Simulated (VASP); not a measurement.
Runs of VASP 6.6.1 on AlAs. The structure is that of space group F-43m (No. 216), or close to it. The cells are those of the table. 

| task | level | potentials or basis | cell | k mesh | cutoff (eV) | smearing | grid for exact exchange (PRECFOCK) | share of exact exchange | screening parameter | gap on the mesh (eV) | pressure (GPa) | relaxed volume (Å³/atom) |
| --- | --- | --- | --- | --- | --- | --- | --- | --- | --- | --- | --- | --- |
| single point | r2SCAN | VASP PAW PBE potentials, release 64 (Al, As) | a = 4.015 Å, angles 60.0°, 2 atoms | 8 × 8 × 8 | 550 | fermi-dirac 0.02 eV | - | - | - | 1.81 | 0.0 | - |
| dielectric tensor | PBE | VASP PAW PBE potentials, release 64 (Al, As) | a = 4.015 Å, angles 60.0°, 2 atoms | 6 × 6 × 6 | 400 | gaussian 0.01 eV | - | - | - | 1.45 | - | - |
| relaxation of cell and atoms | PBE | VASP PAW PBE potentials, release 64 (Al, As) | relaxed from a = 4.003 Å, angles 60.0°, 2 atoms | 8 × 8 × 8 | 500 | fermi-dirac 0.02 eV | - | - | - | 1.50 | 0.0 | 23.55 |
| relaxation of cell and atoms | LDA | VASP PAW LDA potentials, release 64 (Al, As) | relaxed from a = 4.050 Å, angles 60.0°, 2 atoms | 8 × 8 × 8 | 500 | fermi-dirac 0.02 eV | - | - | - | 1.32 | 0.0 | (d) |
| single point | LDA | VASP PAW LDA potentials, release 64 (Al, As) | a = 3.980 Å, angles 60.0°, 2 atoms | 8 × 8 × 8 | 500 | fermi-dirac 0.02 eV | - | - | - | 1.31 | (a) | - |
| single point | PBE | VASP PAW PBE potentials, release 64 (Al, As) | a = 4.015 Å, angles 60.0°, 2 atoms | 8 × 8 × 8 | 500 | fermi-dirac 0.02 eV | - | - | - | 1.45 | 2.1 | - |
| relaxation of cell and atoms | HSE06 | VASP PAW PBE potentials, release 64 (Al, As) | relaxed from a = 4.015 Å, angles 60.0°, 2 atoms | 6 × 6 × 6 | 500 | fermi-dirac 0.02 eV | Normal | 0.25 | 0.2079 1/Å | 2.10 | 0.0 | 22.86 |
| single point | LDA | VASP PAW LDA potentials, release 64 (Al, As) | a = 4.015 Å, angles 60.0°, 2 atoms | 8 × 8 × 8 | 500 | gaussian 0.01 eV | - | - | - | (b) | (c) | - |

Alike in all rows: no spin polarisation.

Problem. Fill in the values left out.

Solution. (a) 0.4; (b) 1.35; (c) -1.5; (d) 22.40.

Caveats: the PAW data sets were made with another functional, which shifts forces and pressure a little (at least some runs).

A k mesh can miss the band edges, and the runs leave out spin-orbit coupling on As.
